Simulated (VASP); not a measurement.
# MnS (F-43m) in VASP: settings compared, part 3 of 3

VASP 6.6.1.

## (6) Single point, r2SCAN+U, collinear spin, ferromagnetic start

This run uses another cell than the first one, of 22.78 Å³/atom, 1.505 times its volume.

POSCAR

```
MnS
1.0
    0.0000000000      2.8348081901      2.8348081901
    2.8348081901      0.0000000000      2.8348081901
    2.8348081901      2.8348081901      0.0000000000
Mn S
1 1
Direct
    0.0000000000      0.0000000000      0.0000000000
    0.7500000000      0.7500000000      0.7500000000
```

INCAR.step1

```
SYSTEM = MnS
  PREC = Accurate
  ENCUT = 520
  ISMEAR = -1
  SIGMA = 0.05
  LREAL = .FALSE.
  LASPH = .TRUE.
  NELM = 150
  ISPIN = 2
  MAGMOM = 4 0
  LMAXMIX = 4
  LDAU = .TRUE.
  LDAUTYPE = 2
  LDAUL = 2 -1
  LDAUU = 1 0
  LDAUJ = 0 0
  NBANDS = 20
  GGA = PE
  ALGO = Normal
  EDIFF = 1E-4
  LWAVE = .TRUE.
  LCHARG = .FALSE.
```

INCAR.step2

```
SYSTEM = MnS
  PREC = Accurate
  ENCUT = 520
  EDIFF = 1E-6
  ISMEAR = -1
  SIGMA = 0.05
  LREAL = .FALSE.
  LASPH = .TRUE.
  NELM = 150
  ALGO = Normal
  ISIF = 2
  LWAVE = .FALSE.
  LCHARG = .FALSE.
  ISPIN = 2
  MAGMOM = 4 0
  LORBIT = 11
  LMAXMIX = 4
  LDAU = .TRUE.
  LDAUTYPE = 2
  LDAUL = 2 -1
  LDAUU = 1 0
  LDAUJ = 0 0
  LDAUPRINT = 1
  METAGGA = R2SCAN
  LMIXTAU = .TRUE.
  NBANDS = 20
  ISTART = 1
```

KPOINTS

```
Automatic mesh
0
G
  9 9 9
  0 0 0
```

Potentials or basis: VASP PAW PBE potentials, release 64 (Mn_pv, S).

Launch:

```
cat potpaw_PBE.64/Mn_pv/POTCAR potpaw_PBE.64/S/POTCAR > POTCAR
cp INCAR.step1 INCAR
mpirun -np 1 vasp_std > vasp.out
cp INCAR.step2 INCAR
mpirun -np 1 vasp_std > vasp.out
```

OUTCAR:

```text
SYSTEM = MnS
   PREC = Accurate
   ENCUT = 520
   EDIFF = 1E-6
   ISMEAR = -1
   LREAL = .FALSE.
   LASPH = .TRUE.
   NELM = 150
   ISIF = 2
   ISPIN = 2
   LORBIT = 11
   METAGGA = R2SCAN
   ISTART = 1

 ion  position               nearest neighbor table
   1  0.000  0.000  0.000-   2 2.46   2 2.46   2 2.46   2 2.46
   2  0.750  0.750  0.750-   1 2.46   1 2.46   1 2.46   1 2.46

  LATTYP: Found a face centered cubic cell.
 ALAT       =     5.6696163802

  Lattice vectors:

 A1 = (   0.0000000000,   2.8348081901,   2.8348081901)
 A2 = (   2.8348081901,   0.0000000000,   2.8348081901)
 A3 = (   2.8348081901,   2.8348081901,   0.0000000000)

Analysis of symmetry for initial positions (statically):
=====================================================================
 Subroutine PRICEL returns:
 Original cell was already a primitive cell.

 Routine SETGRP: Setting up the symmetry group for a
 face centered cubic supercell.

 Subroutine GETGRP returns: Found 24 space group operations
 (whereof 24 operations were pure point group operations)
 out of a pool of 48 trial point group operations.

The static configuration has the point symmetry T_d .

Analysis of symmetry for dynamics (positions and initial velocities):
=====================================================================
 Subroutine PRICEL returns:
 Original cell was already a primitive cell.

 Routine SETGRP: Setting up the symmetry group for a
 face centered cubic supercell.

 Subroutine GETGRP returns: Found 24 space group operations
 (whereof 24 operations were pure point group operations)
 out of a pool of 48 trial point group operations.

The dynamic configuration has the point symmetry T_d .

Analysis of structural, dynamic, and magnetic symmetry:
=====================================================================
 Subroutine PRICEL returns:
 Original cell was already a primitive cell.

 Routine SETGRP: Setting up the symmetry group for a
 face centered cubic supercell.

 Subroutine GETGRP returns: Found 24 space group operations
 (whereof 24 operations were pure point group operations)
 out of a pool of 48 trial point group operations.

The overall configuration has the point symmetry T_d .

 Subroutine INISYM returns: Found 24 space group operations
 (whereof 24 operations are pure point group operations),
 and found     1 'primitive' translations

----------------------------------------------------------------------------------------

                                     Primitive cell

  volume of cell :      45.5618

  direct lattice vectors                    reciprocal lattice vectors
     0.000000000  2.834808190  2.834808190    -0.176378776  0.176378776  0.176378776
     2.834808190  0.000000000  2.834808190     0.176378776 -0.176378776  0.176378776
     2.834808190  2.834808190  0.000000000     0.176378776  0.176378776 -0.176378776

  length of vectors
     4.009024189  4.009024189  4.009024189     0.305497002  0.305497002  0.305497002

  position of ions in fractional coordinates (direct lattice)
     0.000000000  0.000000000  0.000000000
[... 106 lines left out ...]
   J (eV)           for each species LDAUJ =   0.0  0.0
   METAGGA = R2SCAN    functional components
   LHFCALC =     F    Hartree Fock is set to
   AEXX    =    0.0000 exact exchange contribution
   IVDW    =     0    specifies the selected vdW correction
   LEPSILON=     F    determine dielectric tensor
   LRPA    =     F    only Hartree local field effects (RPA)
 spin polarized calculation
  energy-cutoff  :      520.00
  volume of cell :       45.56
 maximum number of plane-waves:      1247
 NGX is ok and might be reduce to    30
   NGX = 15   NGY = 15   NGZ = 15

atom =   1  type =  1  l = 2

 onsite density matrix

spin component  1

  0.9329  0.0000 -0.0000 -0.0000  0.0000
  0.0000  0.9329  0.0000 -0.0000 -0.0000
 -0.0000  0.0000  0.9285 -0.0000 -0.0000
 -0.0000 -0.0000 -0.0000  0.9329  0.0000
  0.0000 -0.0000 -0.0000  0.0000  0.9285

spin component  2

  0.0641 -0.0000  0.0000 -0.0000  0.0000
 -0.0000  0.0641  0.0000 -0.0000 -0.0000
  0.0000  0.0000  0.0169  0.0000  0.0000
 -0.0000 -0.0000  0.0000  0.0641 -0.0000
  0.0000 -0.0000  0.0000 -0.0000  0.0169

 occupancies and eigenvectors

  o =  0.0169  v =  0.0000  0.0000  0.0000  0.0000  0.0000  0.0000  0.0000 -0.2531  0.0000  0.9674      0.0000  0.0000  0.0000  0.0000  0.0000  0.0000  0.0000  0.0000  0.0000  0.0000
  o =  0.0169  v =  0.0000  0.0000  0.0000  0.0000  0.0000  0.0000 -0.0000 -0.9674 -0.0000 -0.2531      0.0000  0.0000  0.0000  0.0000  0.0000  0.0000  0.0000  0.0000  0.0000  0.0000
  o =  0.0641  v =  0.0000  0.0000  0.0000  0.0000  0.0000  0.0000 -0.0120 -0.0000 -0.9999  0.0000      0.0000  0.0000  0.0000  0.0000  0.0000  0.0000  0.0000  0.0000  0.0000  0.0000
  o =  0.0641  v =  0.0000  0.0000  0.0000  0.0000  0.0000  1.0000  0.0000  0.0000  0.0000  0.0000      0.0000  0.0000  0.0000  0.0000  0.0000  0.0000  0.0000  0.0000  0.0000  0.0000
  o =  0.0641  v =  0.0000  0.0000  0.0000  0.0000  0.0000  0.0000  0.9999 -0.0000 -0.0120 -0.0000      0.0000  0.0000  0.0000  0.0000  0.0000  0.0000  0.0000  0.0000  0.0000  0.0000
  o =  0.9285  v =  0.0000  0.0000  0.9994 -0.0000  0.0341  0.0000  0.0000  0.0000  0.0000  0.0000      0.0000  0.0000  0.0000  0.0000  0.0000  0.0000  0.0000  0.0000  0.0000  0.0000
  o =  0.9285  v =  0.0000 -0.0000 -0.0341  0.0000  0.9994  0.0000  0.0000  0.0000  0.0000  0.0000      0.0000  0.0000  0.0000  0.0000  0.0000  0.0000  0.0000  0.0000  0.0000  0.0000
  o =  0.9329  v =  1.0000  0.0000  0.0000  0.0000  0.0000  0.0000  0.0000  0.0000  0.0000  0.0000      0.0000  0.0000  0.0000  0.0000  0.0000  0.0000  0.0000  0.0000  0.0000  0.0000
  o =  0.9329  v =  0.0000  0.0575  0.0000  0.9983 -0.0000  0.0000  0.0000  0.0000  0.0000  0.0000      0.0000  0.0000  0.0000  0.0000  0.0000  0.0000  0.0000  0.0000  0.0000  0.0000
  o =  0.9329  v =  0.0000  0.9983 -0.0000 -0.0575  0.0000  0.0000  0.0000  0.0000  0.0000  0.0000      0.0000  0.0000  0.0000  0.0000  0.0000  0.0000  0.0000  0.0000  0.0000  0.0000

 number of electron      19.0000000 magnetization       5.0000000

 Free energy of the ion-electron system (eV)
  ---------------------------------------------------
  ext. energy  EPLUGINS =         0.00000000
  ---------------------------------------------------
  free energy    TOTEN  =       -24.60201804 eV

  energy without entropy =      -24.60201789  energy(sigma->0) =      -24.60201797

 E-fermi :   4.3842     XC(G=0):  -9.6837

 val. band max:        3.8315885372   @ k =   0.0000   0.0000   0.0000
 cond. band min:       5.0139474952   @ k =   0.4444   0.4444   0.0000
 fundamental gap:      1.1823589580
 Fermi energy:         4.3841944405

 spin component 1

 k-point     1 :       0.0000    0.0000    0.0000
  band No.  band energies     occupation
      1     -49.1120      1.00000
      2     -49.1120      1.00000
      3     -49.1119      1.00000
      4     -10.1895      1.00000
      5      -1.3843      1.00000
      6      -1.3843      1.00000
[... 1097 lines left out ...]
     19      18.6562      0.00000
     20      18.6562      0.00000

 [... further k-points ...]
[... 5 lines left out ...]
  --------------------------------------------------------------------------------------
  -------------------------------------------------------------------------------------
  Total        0.0201817      0.0201817      0.0201817      0.0000000      0.0000000      0.0000000
  in kB        0.7096891      0.7096891      0.7096891      0.0000000      0.0000000      0.0000000
  external PRESSURE =       0.7096891 kB  Pullay stress =       0.0000000 kB

 VOLUME and BASIS-vectors are now :
 -----------------------------------------------------------------------------
  energy-cutoff  :      520.00
  volume of cell :       45.56
      direct lattice vectors                 reciprocal lattice vectors
     0.000000000  2.834808190  2.834808190    -0.176378776  0.176378776  0.176378776
     2.834808190  0.000000000  2.834808190     0.176378776 -0.176378776  0.176378776
     2.834808190  2.834808190  0.000000000     0.176378776  0.176378776 -0.176378776

 POSITION                                       TOTAL-FORCE (eV/Angst)
 -----------------------------------------------------------------------------------
      0.00000      0.00000      0.00000         0.000000      0.000000      0.000000
      4.25221      4.25221      4.25221        -0.000000      0.000000     -0.000000
 -----------------------------------------------------------------------------------
    total drift:                               -0.000010     -0.000010     -0.000009

  FREE ENERGIE OF THE ION-ELECTRON SYSTEM (eV)
  ---------------------------------------------------
  free  energy   TOTEN  =       -24.6020180424 eV

  energy  without entropy=      -24.6020178934  energy(sigma->0) =      -24.60201797

 total charge

# of ion       s       p       d       tot
------------------------------------------
    1        0.264   6.198   4.865  11.327
    2        1.301   2.490   0.000   3.792
--------------------------------------------------
tot          1.565   8.688   4.865  15.118

 magnetization (x)

# of ion       s       p       d       tot
------------------------------------------
    1        0.048   0.059   4.421   4.528
    2        0.011   0.041   0.000   0.052
--------------------------------------------------
tot          0.059   0.099   4.421   4.579
```

Run time: 5.8 min. Hardware: 1 thread of Intel Xeon 8259CL, shared host; peak memory 0.22 GiB.

Results:

| Quantity | Value |
| --- | --- |
| Free energy | -24.6020 eV |
| Pressure | 0.1 GPa |
| Band gap on the k mesh | 1.18 eV, indirect (least direct gap 1.38 eV) |
| Net moment | 5.00 μB per cell |
| Site moments | Mn +4.53; S +0.05 μB |
| Valence electrons inside the program's atomic spheres | Mn 11.33; S 3.79 |

Levels at points of the mesh, in eV from the valence-band top:
Spin up:
| k point | band 10 | band 11 | band 12 | band 13 | band 14 | band 15 |
| --- | --- | --- | --- | --- | --- | --- |
| (0.00, 0.00, 0.00) | 0.00 | 0.00 | 0.00 | 1.38 | 6.39 | 6.39 |
Spin down:
```csv
k point,band 3,band 4,band 5,band 6,band 7,band 8,band 9,band 10,band 11,band 12
"(0.00, 0.00, 0.00)",-46.67,-13.75,-2.85,-2.85,-2.85,2.47,2.47,2.64,4.48,4.48
```

Eigenvalues of the final occupation matrices:
```
    site  spin  trace               eigenvalues
site 1 d     1   4.66  0.93 0.93 0.93 0.93 0.93
site 1 d     2   0.23  0.02 0.02 0.06 0.06 0.06
```

Caveat: the PAW data sets were made with another functional, which shifts forces and pressure a little; a cell with one magnetic atom can't hold antiferromagnetic order, which such compounds often take. A k mesh can miss the band edges.

## (7) Overview

```tsv
task	level	potentials or basis	U	cell	k mesh	smearing	gap on the mesh (eV)	pressure (GPa)	moment (μB)
single point	LDA+U	VASP PAW LDA potentials, release 64 (Mn_pv, S)	Mn d U = 4.5 eV	a = 3.498 Å, angles 60.0°, 2 atoms	9 × 9 × 9	fermi-dirac 0.05 eV	none	40.4	4.31
vibrations by perturbation theory	PBE	VASP PAW PBE potentials, release 64 (Mn_pv, S)	-	a = 3.498 Å, angles 60.0°, 2 atoms	7 × 7 × 7	fermi-dirac 0.05 eV	-	-	0.24
single point	PBEsol+D4+U	VASP PAW PBE potentials, release 64 (Mn_pv, S)	Mn d U = 4.5 eV	a = 3.498 Å, angles 60.0°, 2 atoms	9 × 9 × 9	fermi-dirac 0.1 eV	none	45.9	4.47
single point	PBE+U	VASP PAW PBE potentials, release 64 (Mn_pv, S)	Mn d U = 1.0 eV	a = 4.014 Å, angles 60.0°, 2 atoms	9 × 9 × 9	fermi-dirac 0.05 eV	0.43	0.1	5.00
single point	r2SCAN+U	VASP PAW PBE potentials, release 64 (Mn_pv, S)	Mn d U = 1.0 eV	a = 4.009 Å, angles 60.0°, 2 atoms	9 × 9 × 9	fermi-dirac 0.05 eV	1.18	0.1	5.00
```

Alike in all rows: spin collinear, ferromagnetic start; cutoff (eV) 520.

Caveats: a cell with one magnetic atom can't hold antiferromagnetic order, which such compounds often take (some runs); the PAW data sets were made with another functional, which shifts forces and pressure a little (some runs); the cell wasn't relaxed at this level first, which shifts response properties (some runs); the moment fell far below its start of 4 μB, so a state of higher moment may lie lower in energy (some runs); pairwise dispersion overbinds metals, which lowers pressure and volume (some runs).

Total energies depend on the potentials used, so only differences within one code and one set of settings carry meaning.
